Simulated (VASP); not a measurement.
A run of VASP 6.6.1 is set up as follows.

File INCAR:

```
PREC = Accurate
ENCUT = 520
EDIFF = 1E-6
ISMEAR = 0
SIGMA = 0.1
LREAL = False
LASPH = True
NELM = 60
ALGO = Fast
ISIF = 2
LWAVE = False
LCHARG = False
GGA = PE
NBANDS = 24
```

KPOINTS

```
regular mesh
0
Gamma
  4 4 4
```

File POSCAR:

```
BaBe4Ag
1.0
    0.0000000000      3.6310471232      3.6310471232
    3.6310471232      0.0000000000      3.6310471232
    3.6310471232      3.6310471232      0.0000000000
Ba Be Ag
1 4 1
Direct
    0.0000000000      0.0000000000      0.0000000000
    0.3870833775      0.8387498676      0.3870833775
    0.3870833775      0.3870833775      0.8387498676
    0.3870833775      0.3870833775      0.3870833775
    0.8387498676      0.3870833775      0.3870833775
    0.7500000000      0.7500000000      0.7500000000
```

Potentials or basis: VASP PAW PBE potentials, release 64 (Ba_sv, Be, Ag).

Command:

```sh
$ cat potpaw_PBE.64/Ba_sv/POTCAR potpaw_PBE.64/Be/POTCAR potpaw_PBE.64/Ag/POTCAR > POTCAR
$ mpirun -np 1 vasp_std > vasp.out
```

**Question.** Predict the pressure.

**Answer.** 0.9 GPa.

**Question.** Predict the largest force.

**Answer.** 0.006 eV/Å.

Forces in eV/Å, atoms in the order of the input:
```
Ba   0.000  0.000  0.000
Be  -0.003  0.003 -0.003
Be  -0.003 -0.003  0.003
Be   0.003  0.003  0.003
Be   0.003 -0.003 -0.003
Ag   0.000  0.000  0.000
```

Caveat: the k points lie up to 0.37 Å⁻¹ apart.
